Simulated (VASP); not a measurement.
Crystal: Ge.

```
Ge
1.0
     1.39715   -2.60052    0.00000
     1.39715    2.60052    0.00000
     0.00000    0.00000    2.69823
Ge
1
Direct
  0.50000 0.50000 0.00000
```

Program: VASP 6.6.1. Alike in all runs: task single point; no spin polarisation; cell as given; cutoff (eV) 520.

Q: Order these runs on this cell by their pressure, lowest first.
A. level r2SCAN; potentials or basis VASP PAW PBE potentials, release 64 (Ge_d); k mesh 11 × 11 × 10; smearing fermi-dirac 0.05 eV
B. level RPBE; potentials or basis VASP PAW PBE potentials, release 64 (Ge_d); k mesh 11 × 11 × 10; smearing fermi-dirac 0.05 eV
C. level BLYP; potentials or basis VASP PAW PBE potentials, release 64 (Ge_d); k mesh 11 × 11 × 10; smearing fermi-dirac 0.05 eV
D. level PBE; potentials or basis VASP PAW PBE potentials, release 64 (Ge_d); k mesh 11 × 11 × 10; smearing gaussian 0.05 eV
E. level LDA; potentials or basis VASP PAW LDA potentials, release 64 (Ge_d); k mesh 6 × 6 × 6; smearing fermi-dirac 0.05 eV

A: E (-5.8 GPa), A (-3.3 GPa), D (-0.8 GPa), B (0.8 GPa), C (5.5 GPa).

Caveats: some runs use coarse meshes; the PAW data sets were made with another functional, which shifts forces and pressure a little (some runs).
